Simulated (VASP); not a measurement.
# TiCo3 (Pm-3m) in VASP: single point with LDA

Aim: the single point of TiCo3 with LDA.

All numbers are computed with VASP 6.6.1; they aren't measurements. Logs are shortened: lines on timing, memory, paths and dates and some standing lists are left out, and cuts for length are marked.

**1. The cell of the first run**

It takes space group Pm-3m (No. 221, cubic). Conventional cell: a = 3.571 Å, b = 3.571 Å, c = 3.571 Å, α = 90.00°, β = 90.00°, γ = 90.00°. Ti (site symmetry m-3m) has 12 Co at 2.53 Å within 3.3 Å. Within 3.3 Å of Co (site symmetry 4/mmm) lie 4 Ti at 2.53 Å and 8 Co at 2.53 Å.

**2. Single point, LDA, collinear spin, ferromagnetic start**

INCAR reads:

```
SYSTEM = TiCo3
ALGO = Normal
EDIFF = 1E-6
ENCUT = 520
GGA = CA
ISIF = 2
ISMEAR = -1
ISPIN = 2
LASPH = .True.
LCHARG = .True.
LELF = .True.
LMAXMIX = 4
LORBIT = 11
LREAL = .False.
LVHAR = .True.
LWAVE = .False.
MAGMOM = 0 0.3 0.3 0.3
NBANDS = 32
NELM = 150
PREC = Accurate
SIGMA = 0.05
```

KPOINTS reads:

```
k-points
0
Gamma
  8 8 8
  0 0 0
```

POSCAR reads:

```
TiCo3
1.0
    3.5710000000      0.0000000000      0.0000000000
    0.0000000000      3.5710000000      0.0000000000
    0.0000000000      0.0000000000      3.5710000000
Ti Co
1 3
Direct
    0.0000000000      0.0000000000      0.0000000000
    0.0000000000      0.5000000000      0.5000000000
    0.5000000000      0.0000000000      0.5000000000
    0.5000000000      0.5000000000      0.0000000000
```

Potentials or basis: VASP PAW LDA potentials, release 64 (Ti_sv, Co).

The run is started by

```bash
> cat potpaw_LDA.64/Ti_sv/POTCAR potpaw_LDA.64/Co/POTCAR > POTCAR
> mpirun -np 1 vasp_std > vasp.out
```

OUTCAR:

```text
SYSTEM = TiCo3
   EDIFF = 1E-6
   ENCUT = 520
   GGA = CA
   ISIF = 2
   ISMEAR = -1
   ISPIN = 2
   LASPH = .True.
   LORBIT = 11
   LREAL = .False.
   NELM = 150
   PREC = Accurate

 ion  position               nearest neighbor table
   1  0.000  0.000  0.000-   2 2.53   3 2.53   4 2.53   2 2.53   3 2.53   2 2.53   4 2.53   2 2.53
                             3 2.53   4 2.53   3 2.53   4 2.53
   2  0.000  0.500  0.500-   1 2.53   3 2.53   4 2.53   1 2.53   4 2.53   1 2.53   3 2.53   1 2.53
                             3 2.53   4 2.53   4 2.53   3 2.53
   3  0.500  0.000  0.500-   1 2.53   2 2.53   4 2.53   1 2.53   4 2.53   2 2.53   4 2.53   4 2.53
                             1 2.53   2 2.53   1 2.53   2 2.53
   4  0.500  0.500  0.000-   1 2.53   2 2.53   3 2.53   2 2.53   3 2.53   1 2.53   3 2.53   3 2.53
                             1 2.53   2 2.53   2 2.53   1 2.53

  LATTYP: Found a simple cubic cell.
 ALAT       =     3.5710000000

  Lattice vectors:

 A1 = (   3.5710000000,   0.0000000000,   0.0000000000)
 A2 = (   0.0000000000,   3.5710000000,   0.0000000000)
 A3 = (   0.0000000000,   0.0000000000,   3.5710000000)

Analysis of symmetry for initial positions (statically):
=====================================================================
 Subroutine PRICEL returns:
 Original cell was already a primitive cell.

 Routine SETGRP: Setting up the symmetry group for a
 simple cubic supercell.

 Subroutine GETGRP returns: Found 48 space group operations
 (whereof 48 operations were pure point group operations)
 out of a pool of 48 trial point group operations.

The static configuration has the point symmetry O_h .

Analysis of symmetry for dynamics (positions and initial velocities):
=====================================================================
 Subroutine PRICEL returns:
 Original cell was already a primitive cell.

 Routine SETGRP: Setting up the symmetry group for a
 simple cubic supercell.

 Subroutine GETGRP returns: Found 48 space group operations
 (whereof 48 operations were pure point group operations)
 out of a pool of 48 trial point group operations.

The dynamic configuration has the point symmetry O_h .

Analysis of structural, dynamic, and magnetic symmetry:
=====================================================================
 Subroutine PRICEL returns:
 Original cell was already a primitive cell.

 Routine SETGRP: Setting up the symmetry group for a
 simple cubic supercell.

 Subroutine GETGRP returns: Found 48 space group operations
 (whereof 48 operations were pure point group operations)
 out of a pool of 48 trial point group operations.

The overall configuration has the point symmetry O_h .

 Subroutine INISYM returns: Found 48 space group operations
 (whereof 48 operations are pure point group operations),
 and found     1 'primitive' translations

----------------------------------------------------------------------------------------

                                     Primitive cell

  volume of cell :      45.5375

  direct lattice vectors                    reciprocal lattice vectors
     3.571000000  0.000000000  0.000000000     0.280033604  0.000000000  0.000000000
     0.000000000  3.571000000  0.000000000     0.000000000  0.280033604  0.000000000
     0.000000000  0.000000000  3.571000000     0.000000000  0.000000000  0.280033604

  length of vectors
     3.571000000  3.571000000  3.571000000     0.280033604  0.280033604  0.280033604

  position of ions in fractional coordinates (direct lattice)
     0.000000000  0.000000000  0.000000000
     0.000000000  0.500000000  0.500000000
     0.500000000  0.000000000  0.500000000
     0.500000000  0.500000000  0.000000000

  ion indices of the primitive-cell ions
   primitive index   ion index
                 1           1
                 2           2
                 3           3
                 4           4

----------------------------------------------------------------------------------------

 KPOINTS: k-points

Automatic generation of k-mesh.
 Grid dimensions read from file:
 generate k-points for:    8    8    8

 Generating k-lattice:

  Cartesian coordinates                     Fractional coordinates (reciprocal lattice)
     0.035004201  0.000000000  0.000000000     0.125000000  0.000000000  0.000000000
     0.000000000  0.035004201  0.000000000     0.000000000  0.125000000  0.000000000
     0.000000000  0.000000000  0.035004201     0.000000000  0.000000000  0.125000000

  Length of vectors
     0.035004201  0.035004201  0.035004201

  Shift w.r.t. Gamma in fractional coordinates (k-lattice)
     0.000000000  0.000000000  0.000000000

 Subroutine IBZKPT returns following result:
 ===========================================

 Found     35 irreducible k-points:

 Following reciprocal coordinates:
            Coordinates               Weight
  0.000000  0.000000  0.000000      1.000000
  0.125000  0.000000  0.000000      6.000000
  0.250000  0.000000  0.000000      6.000000
  0.375000  0.000000  0.000000      6.000000
  0.500000  0.000000  0.000000      3.000000
  0.125000  0.125000  0.000000     12.000000
[... 16 lines left out ...]
  0.375000  0.375000  0.125000     24.000000
  0.500000  0.375000  0.125000     24.000000
 [... further k-points ...]
   k-points           NKPTS =     35   k-points in BZ     NKDIM =     35   number of bands    NBANDS=     32
   number of dos      NEDOS =    301   number of ions     NIONS =      4
   total plane-waves  NPLWV =  21952
   dimension x,y,z NGX =    28 NGY =   28 NGZ =   28
   dimension x,y,z NGXF=    56 NGYF=   56 NGZF=   56
   ions per type =               1   3
   NGX,Y,Z   is equivalent  to a cutoff of  13.04, 13.04, 13.04 a.u.
   NGXF,Y,Z  is equivalent  to a cutoff of  26.07, 26.07, 26.07 a.u.
 SYSTEM =  TiCo3
   PREC   = accura    normal or accurate (medium, high low for compatibility)
   ISTART =      0    job   : 0-new  1-cont  2-samecut
   ICHARG =      2    charge: 1-file 2-atom 10-const
   ISPIN  =      2    spin polarized calculation?
   LNONCOLLINEAR =      F non collinear calculations
   LSORBIT =      F    spin-orbit coupling
   LASPH  =      T    aspherical Exc in radial PAW
   ENCUT  =  520.0 eV  38.22 Ry    6.18 a.u.   6.64  6.64  6.64*2*pi/ulx,y,z
   NELM   =    150;   NELMIN=  2; NELMDL= -5     # of ELM steps
   EDIFF  = 0.1E-05   stopping-criterion for ELM
   LREAL  =      F    real-space projection
   EDIFFG = 0.1E-04   stopping-criterion for IOM
   NSW    =      0    number of steps for IOM
   IBRION =     -1    ionic relax: 0-MD 1-quasi-New 2-CG
   NFREE  =      0    steps in history (QN), initial steepest desc. (CG)
   ISIF   =      2    stress and relaxation
   ISYM   =      2    0-nonsym 1-usesym 2-fastsym
   POTIM  = 0.5000    time-step for ionic-motion
   TEBEG  =    0.0;   TEEND  =   0.0 temperature during run
   PSTRESS=    0.0 pullay stress
   NELECT =      39.0000    total number of electrons
   NUPDOWN=      -1.0000    fix difference up-down
   EMIN   =  10.00;   EMAX   =-10.00  energy-range for DOS
   EFERMI =   0.00;   METHOD = LEGACY
   ISMEAR =    -1;   SIGMA  =   0.05  broadening in eV -4-tet -1-fermi 0-gaus
   EFERMI_NEDOS =   21; number of points for ismear=-14 and -15
   IALGO  =     38    algorithm
   IMIX   =      4    mixing-type and parameters
     AMIX     =   0.40;   BMIX     =  1.00
     AMIX_MAG =   1.60;   BMIX_MAG =  1.00
  volume/ion in A,a.u.               =      11.38        76.83
  Fermi-wavevector in a.u.,A,eV,Ry     =   1.554676  2.937911 32.885512  2.417017
  Thomas-Fermi vector in A             =   2.658727
   LORBIT       =     11    0 simple, 1 ext, 2 COOP (PROOUT), +10 PAW based schemes
   GGA     = CA    functional components
   LHFCALC =     F    Hartree Fock is set to
   AEXX    =    0.0000 exact exchange contribution
   IVDW    =     0    specifies the selected vdW correction
   LEPSILON=     F    determine dielectric tensor
   LRPA    =     F    only Hartree local field effects (RPA)
 spin polarized calculation
  energy-cutoff  :      520.00
  volume of cell :       45.54
 maximum number of plane-waves:      1245
 NGX is ok and might be reduce to    28
   NGX = 13   NGY = 13   NGZ = 13

 number of electron      39.0000040 magnetization       0.3123104

 Free energy of the ion-electron system (eV)
  ---------------------------------------------------
  ext. energy  EPLUGINS =         0.00000000
  ---------------------------------------------------
  free energy    TOTEN  =       -34.25951148 eV

  energy without entropy =      -34.21147577  energy(sigma->0) =      -34.23549363

 E-fermi :  10.0601     XC(G=0): -13.6128

 val. band max:       10.0545289400   @ k =   0.1250   0.1250   0.0000
 cond. band min:      10.0612749973   @ k =   0.3750   0.2500   0.1250
 fundamental gap:      0.0067460574
 Fermi energy:        10.0600666373

 spin component 1

 k-point     1 :       0.0000    0.0000    0.0000
  band No.  band energies     occupation
      1     -45.6851      1.00000
      2     -22.3235      1.00000
      3     -22.3235      1.00000
      4     -22.3235      1.00000
      5       2.1116      1.00000
      6       5.7463      1.00000
[... 805 lines left out ...]
     30      20.6760      0.00000
     31      22.2632      0.00000

 [... further k-points ...]

 spin component 2

 k-point     1 :       0.0000    0.0000    0.0000
  band No.  band energies     occupation
      1     -45.7151      1.00000
      2     -22.3532      1.00000
      3     -22.3532      1.00000
      4     -22.3532      1.00000
      5       2.1206      1.00000
      6       5.7955      1.00000
[... 805 lines left out ...]
     30      20.6978      0.00000
     31      22.2941      0.00000

 [... further k-points ...]

 [bands above 31 left out]

------------------------ aborting loop because EDIFF is reached ----------------------------------------

  FORCE on cell =-STRESS in cart. coord.  units (eV):
  Direction    XX          YY          ZZ          XY          YZ          ZX
  --------------------------------------------------------------------------------------
  -------------------------------------------------------------------------------------
  Total       -4.4936329     -4.4936329     -4.4936329     -0.0000000      0.0000000     -0.0000000
  in kB     -158.1024578   -158.1024578   -158.1024578     -0.0000000      0.0000000     -0.0000000
  external PRESSURE =    -158.1024578 kB  Pullay stress =       0.0000000 kB

 VOLUME and BASIS-vectors are now :
 -----------------------------------------------------------------------------
  energy-cutoff  :      520.00
  volume of cell :       45.54
      direct lattice vectors                 reciprocal lattice vectors
     3.571000000  0.000000000  0.000000000     0.280033604  0.000000000  0.000000000
     0.000000000  3.571000000  0.000000000     0.000000000  0.280033604  0.000000000
     0.000000000  0.000000000  3.571000000     0.000000000  0.000000000  0.280033604

 POSITION                                       TOTAL-FORCE (eV/Angst)
 -----------------------------------------------------------------------------------
      0.00000      0.00000      0.00000         0.000000      0.000000      0.000000
      0.00000      1.78550      1.78550         0.000000      0.000000      0.000000
      1.78550      0.00000      1.78550         0.000000      0.000000      0.000000
      1.78550      1.78550      0.00000         0.000000      0.000000      0.000000
 -----------------------------------------------------------------------------------
    total drift:                                0.000000      0.000000      0.000000

  FREE ENERGIE OF THE ION-ELECTRON SYSTEM (eV)
  ---------------------------------------------------
  free  energy   TOTEN  =       -34.2595114809 eV

  energy  without entropy=      -34.2114757710  energy(sigma->0) =      -34.23549363

 total charge

# of ion       s       p       d       tot
------------------------------------------
    1        2.270   6.195   1.973  10.438
    2        0.514   0.508   7.352   8.375
    3        0.514   0.508   7.352   8.375
    4        0.514   0.508   7.352   8.375
--------------------------------------------------
tot          3.812   7.720  24.030  35.562

 magnetization (x)

# of ion       s       p       d       tot
------------------------------------------
    1       -0.001  -0.002  -0.034  -0.037
    2       -0.000  -0.001   0.120   0.118
    3       -0.000  -0.001   0.120   0.118
    4       -0.000  -0.001   0.120   0.118
--------------------------------------------------
tot         -0.002  -0.005   0.325   0.318
```

Wall time 61 s (1 thread of Intel Xeon Platinum 8488C (Sapphire Rapids), shared host); peak memory 0.19 GiB.

What came out:

```
Free energy                                           : -34.2595 eV
Pressure                                              : -15.8 GPa
Net moment                                            : 0.31 μB per cell
Site moments                                          : Ti -0.04; Co +0.12 μB
Valence electrons inside the program's atomic spheres : Ti 10.44; Co 8.38
```
